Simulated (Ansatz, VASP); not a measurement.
## Two plane-wave programs on SnO2

```
Sn O
1.0
     3.21129    0.00000    0.00000
    -1.60565    2.78106    0.00000
     0.00000    0.00000   10.33668
Sn O
2 4
Direct
  0.85996 0.84989 0.50000
  0.14004 0.15011 0.00000
  0.52487 0.18134 0.40185
  0.80846 0.48533 0.09815
  0.19154 0.51467 0.59815
  0.47513 0.81866 0.90185
```

Change from the starting cell: mode 1 frozen in at -0.211 Å and mode 2 at -0.423 Å (largest displacements).

Alike in both runs: task single point; functional PBE; dispersion D3(BJ); k mesh 12 × 12 × 4; occupations gaussian, width 0.05 eV; no spin polarisation.

```csv
,VASP,Ansatz
version,VASP 6.6.1,Ansatz 0.2.0
potentials or method,"VASP PAW PBE potentials, release 64 (Sn_d, O), cutoff 520 eV","scalar-relativistic, plane waves, PAW"
valence electrons in the cell,52,52
```

```csv
,VASP,Ansatz,Ansatz less VASP
gap on the k mesh at the Fermi level (eV),2.14,2.16,+0.023
least direct gap on the mesh (eV),2.47,2.49,+0.015
pressure (GPa),0.4,-0.2,-0.57
"traceless stress, the component that is largest in VASP (GPa)",-1.02,-0.67,+0.349
rms of the force components (eV/Å),0.052,0.033,-0.0188
```

Atom by atom the forces differ by 0.027 eV/Å (rms over components).
